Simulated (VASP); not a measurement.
# BN (P6_3/mmc) in VASP: notebook, part 2 of 2

VASP 6.6.1.

**3. Relaxation of the atoms, PBE**

File INCAR:

```
PREC     = Accurate       # precision mode
ENCUT    = 520            # plane-wave cutoff, eV
EDIFF    = 1E-6           # SCF threshold, eV
ISMEAR   = -1             # smearing method
SIGMA    = 0.02           # smearing width, eV
LREAL    = F              # projectors in reciprocal space
LASPH    = T              # aspherical terms in the spheres
NELM     = 100            # most SCF steps
ALGO     = Normal         # electronic algorithm
ISIF     = 2              # what is computed and relaxed
LWAVE    = F              # write WAVECAR
LCHARG   = F              # write CHGCAR
GGA      = PE             # functional
IBRION   = 2              # ionic algorithm
NSW      = 80             # ionic steps
EDIFFG   = -0.02          # ionic threshold
```

File KPOINTS:

```
regular mesh
0
Gamma
  14 14 5
```

File POSCAR:

```
BN
1.0
    2.4982400000      0.0000000000      0.0000000000
   -1.2491200000      2.1635393048      0.0000000000
    0.0000000000      0.0000000000      6.6357000000
B N
2 2
Direct
    0.3333333333      0.6666666667      0.2500000000
    0.6666666667      0.3333333333      0.7500000000
    0.3333333333      0.6666666667      0.7500000000
    0.6666666667      0.3333333333      0.2500000000
```

Potentials or basis: VASP PAW PBE potentials, release 64 (B, N).

The run is started by

```sh
$ cat potpaw_PBE.64/B/POTCAR potpaw_PBE.64/N/POTCAR > POTCAR
$ mpirun -np 1 vasp_std > vasp.out
```

OUTCAR:

```text
PREC = Accurate
   ENCUT = 520
   EDIFF = 1E-6
   ISMEAR = -1
   LREAL = F
   LASPH = T
   NELM = 100
   ISIF = 2
   GGA = PE
   IBRION = 2
   NSW = 80
   EDIFFG = -0.02

 ion  position               nearest neighbor table
   1  0.333  0.667  0.250-   4 1.44   4 1.44   4 1.44
   2  0.667  0.333  0.750-   3 1.44   3 1.44   3 1.44
   3  0.333  0.667  0.750-   2 1.44   2 1.44   2 1.44
   4  0.667  0.333  0.250-   1 1.44   1 1.44   1 1.44

  LATTYP: Found a hexagonal cell.
 ALAT       =     2.4982400000
 C/A-ratio  =     2.6561499296

  Lattice vectors:

 A1 = (   2.4982400000,   0.0000000000,   0.0000000000)
 A2 = (  -1.2491200000,   2.1635393048,   0.0000000000)
 A3 = (   0.0000000000,   0.0000000000,   6.6357000000)

Analysis of symmetry for initial positions (statically):
=====================================================================
 Subroutine PRICEL returns:
 Original cell was already a primitive cell.

 Routine SETGRP: Setting up the symmetry group for a
 hexagonal supercell.

 Subroutine GETGRP returns: Found 24 space group operations
 (whereof 12 operations were pure point group operations)
 out of a pool of 24 trial point group operations.

The static configuration has the point symmetry D_3d.
 The point group associated with its full space group is D_6h.

Analysis of symmetry for dynamics (positions and initial velocities):
=====================================================================
 Subroutine PRICEL returns:
 Original cell was already a primitive cell.

 Routine SETGRP: Setting up the symmetry group for a
 hexagonal supercell.

 Subroutine GETGRP returns: Found 24 space group operations
 (whereof 12 operations were pure point group operations)
 out of a pool of 24 trial point group operations.

The dynamic configuration has the point symmetry D_3d.
 The point group associated with its full space group is D_6h.

 Subroutine INISYM returns: Found 24 space group operations
 (whereof 12 operations are pure point group operations),
 and found     1 'primitive' translations

----------------------------------------------------------------------------------------

                                     Primitive cell

  volume of cell :      35.8662

  direct lattice vectors                    reciprocal lattice vectors
     2.498240000  0.000000000  0.000000000     0.400281798  0.231102804  0.000000000
    -1.249120000  2.163539305  0.000000000     0.000000000  0.462205608  0.000000000
     0.000000000  0.000000000  6.635700000     0.000000000  0.000000000  0.150700002

  length of vectors
     2.498240000  2.498240000  6.635700000     0.462205608  0.462205608  0.150700002

  position of ions in fractional coordinates (direct lattice)
     0.333333333  0.666666667  0.250000000
     0.666666667  0.333333333  0.750000000
     0.333333333  0.666666667  0.750000000
     0.666666667  0.333333333  0.250000000

  ion indices of the primitive-cell ions
   primitive index   ion index
                 1           1
                 2           2
                 3           3
                 4           4

----------------------------------------------------------------------------------------

[... 49 lines left out ...]
  0.357143  0.285714  0.000000      6.000000
 [... further k-points ...]
   k-points           NKPTS =     72   k-points in BZ     NKDIM =     72   number of bands    NBANDS=     12
   number of dos      NEDOS =    301   number of ions     NIONS =      4
   total plane-waves  NPLWV =  20000
   dimension x,y,z NGX =    20 NGY =   20 NGZ =   50
   dimension x,y,z NGXF=    40 NGYF=   40 NGZF=  100
   ions per type =               2   2
   NGX,Y,Z   is equivalent  to a cutoff of  13.31, 13.31, 12.53 a.u.
   NGXF,Y,Z  is equivalent  to a cutoff of  26.62, 26.62, 25.05 a.u.
 SYSTEM =  unknown system
   PREC   = accura    normal or accurate (medium, high low for compatibility)
   ISTART =      0    job   : 0-new  1-cont  2-samecut
   ICHARG =      2    charge: 1-file 2-atom 10-const
   ISPIN  =      1    spin polarized calculation?
   LNONCOLLINEAR =      F non collinear calculations
   LSORBIT =      F    spin-orbit coupling
   LASPH  =      T    aspherical Exc in radial PAW
   ENCUT  =  520.0 eV  38.22 Ry    6.18 a.u.   4.65  4.65 12.34*2*pi/ulx,y,z
   NELM   =    100;   NELMIN=  2; NELMDL= -5     # of ELM steps
   EDIFF  = 0.1E-05   stopping-criterion for ELM
   LREAL  =      F    real-space projection
   EDIFFG = -.2E-01   stopping-criterion for IOM
   NSW    =     80    number of steps for IOM
   IBRION =      2    ionic relax: 0-MD 1-quasi-New 2-CG
   NFREE  =      1    steps in history (QN), initial steepest desc. (CG)
   ISIF   =      2    stress and relaxation
   ISYM   =      2    0-nonsym 1-usesym 2-fastsym
   POTIM  = 0.5000    time-step for ionic-motion
   TEBEG  =    0.0;   TEEND  =   0.0 temperature during run
   PSTRESS=    0.0 pullay stress
   NELECT =      16.0000    total number of electrons
   NUPDOWN=      -1.0000    fix difference up-down
   EMIN   =  10.00;   EMAX   =-10.00  energy-range for DOS
   EFERMI =   0.00;   METHOD = LEGACY
   ISMEAR =    -1;   SIGMA  =   0.02  broadening in eV -4-tet -1-fermi 0-gaus
   EFERMI_NEDOS =   21; number of points for ismear=-14 and -15
   IALGO  =     38    algorithm
   IMIX   =      4    mixing-type and parameters
     AMIX     =   0.40;   BMIX     =  1.00
     AMIX_MAG =   1.60;   BMIX_MAG =  1.00
  volume/ion in A,a.u.               =       8.97        60.51
  Fermi-wavevector in a.u.,A,eV,Ry     =   1.250891  2.363842 21.289433  1.564729
  Thomas-Fermi vector in A             =   2.384864
   LORBIT       =      0    0 simple, 1 ext, 2 COOP (PROOUT), +10 PAW based schemes
   GGA     = PE    functional components
   LHFCALC =     F    Hartree Fock is set to
   AEXX    =    0.0000 exact exchange contribution
   IVDW    =     0    specifies the selected vdW correction
   LEPSILON=     F    determine dielectric tensor
   LRPA    =     F    only Hartree local field effects (RPA)
 conjugate gradient relaxation of ions
 non-spin polarized calculation
  energy-cutoff  :      520.00
  volume of cell :       35.87
 maximum number of plane-waves:       985
 NGX is ok and might be reduce to    20
   NGX =  9   NGY =  9   NGZ = 25

 number of electron      15.9999997 magnetization

 Free energy of the ion-electron system (eV)
  ---------------------------------------------------
  ext. energy  EPLUGINS =         0.00000000
  ---------------------------------------------------
  free energy    TOTEN  =       -35.14691116 eV

  energy without entropy =      -35.14691116  energy(sigma->0) =      -35.14691116

 E-fermi :   2.7915     XC(G=0): -10.0888

 val. band max:        2.3352611627   @ k =   0.3571   0.2857   0.0000
 cond. band min:       6.5949747978   @ k =   0.5000   0.0000   0.0000
 fundamental gap:      4.2597136351
 Fermi energy:         2.7914701676

 k-point     1 :       0.0000    0.0000    0.0000
  band No.  band energies     occupation
      1     -15.5318      2.00000
      2     -15.2365      2.00000
      3      -3.9421      2.00000
      4      -1.8139      2.00000
      5       0.9859      2.00000
      6       0.9859      2.00000
      7       1.0229      2.00000
      8       1.0229      2.00000
      9       7.5737      0.00000
     10      12.6583      0.00000
     11      13.9159      0.00000
     12      13.9168      0.00000
[... 331 lines left out ...]
 k-point    24 :       0.3571    0.2857    0.0000
  band No.  band energies     occupation
      1     -11.7449      2.00000
      2     -11.7172      2.00000
      3      -5.8017      2.00000
      4      -5.6733      2.00000
      5      -4.6361      2.00000
      6      -4.5968      2.00000
      7       1.9866      2.00000
      8       2.3353      2.00000
      9       7.0768      0.00000
     10       7.3636      0.00000
     11      13.2783      0.00000
     12      15.1756      0.00000

 [... further k-points ...]
[... 5 lines left out ...]
  --------------------------------------------------------------------------------------
  -------------------------------------------------------------------------------------
  Total        1.4107678      1.4107678      0.6411640      0.0000000      0.0000000      0.0000000
  in kB       63.0202936     63.0202936     28.6413850      0.0000000      0.0000000      0.0000000
  external PRESSURE =      51.5606574 kB  Pullay stress =       0.0000000 kB

 VOLUME and BASIS-vectors are now :
 -----------------------------------------------------------------------------
  energy-cutoff  :      520.00
  volume of cell :       35.87
      direct lattice vectors                 reciprocal lattice vectors
     2.498240000  0.000000000  0.000000000     0.400281798  0.231102804  0.000000000
    -1.249120000  2.163539305  0.000000000     0.000000000  0.462205608  0.000000000
     0.000000000  0.000000000  6.635700000     0.000000000  0.000000000  0.150700002

 POSITION                                       TOTAL-FORCE (eV/Angst)
 -----------------------------------------------------------------------------------
     -0.00000      1.44236      1.65892        -0.000000      0.000000      0.000000
      1.24912      0.72118      4.97677         0.000000     -0.000000      0.000000
     -0.00000      1.44236      4.97677         0.000000     -0.000000      0.000000
      1.24912      0.72118      1.65892        -0.000000      0.000000      0.000000
 -----------------------------------------------------------------------------------
    total drift:                                0.000000     -0.000000      0.000000

  FREE ENERGIE OF THE ION-ELECTRON SYSTEM (eV)
  ---------------------------------------------------
  free  energy   TOTEN  =       -35.1469111646 eV

  energy  without entropy=      -35.1469111646  energy(sigma->0) =      -35.14691116

 reached required accuracy - stopping structural energy minimisation
```

It took 50 s on 1 thread of AMD EPYC 7R13 (Zen 3), shared host; peak memory 0.13 GiB.

What came out:

- Free energy: -35.1469 eV
- Pressure after relaxing: 5.2 GPa
- Band gap on the k mesh: 4.26 eV, indirect (least direct gap 4.70 eV)

Final structure:
```yaml
crystal:
  lattice:
    - [2.49824, 0.00000, 0.00000]
    - [-1.24912, 2.16354, 0.00000]
    - [0.00000, 0.00000, 6.63570]
  atoms:
    - { symbol: B, position: [0.33333, 0.66667, 0.25000] }
    - { symbol: B, position: [0.66667, 0.33333, 0.75000] }
    - { symbol: N, position: [0.33333, 0.66667, 0.75000] }
    - { symbol: N, position: [0.66667, 0.33333, 0.25000] }
```

Caveat: the relaxation stopped at its first step, so nothing moved; this functional lacks dispersion, which binds the layers, so the pressure and a relaxed spacing across them are unreliable. Expect the measured gap to be larger: semilocal functionals such as PBE lack the derivative discontinuity.
